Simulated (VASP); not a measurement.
The system is SiO2.

```
Si O
1.0
     4.97559    0.00000    0.00000
     0.00000    4.97559    0.00000
     0.00000    0.00000    6.90089
Si O
4 8
Direct
  0.19675 0.19675 0.00000
  0.30325 0.69675 0.75000
  0.69675 0.30325 0.25000
  0.80325 0.80325 0.50000
  0.61039 0.73824 0.68204
  0.38961 0.26176 0.18204
  0.73824 0.61039 0.31796
  0.23824 0.88961 0.93204
  0.26176 0.38961 0.81796
  0.11039 0.76176 0.56796
  0.88961 0.23824 0.06796
  0.76176 0.11039 0.43204
```

Base run:

```yaml
Program: VASP 6.6.1
Functional: PBE
Potentials_or_basis: VASP PAW PBE potentials, release 64 (Si, O)
Cutoff: 520 eV
k_mesh: 5 × 5 × 4
Occupations: fermi-dirac, width 0.02 eV
Spin: no spin polarisation
```

Its results: band gap on the k mesh 5.73 eV; pressure 4.9 GPa; largest force 0.275 eV/Å.

Q: The run is repeated on the same cell with these changes: functional from PBE to r2SCAN. What comes out?

A: Band gap on the k mesh 6.35 eV; pressure 0.3 GPa; largest force 0.020 eV/Å.

Caveats: the cell stands under pressure (at least some runs); the PAW data sets were made with another functional, which shifts forces and pressure a little (at least some runs).

A k mesh can miss the band edges.
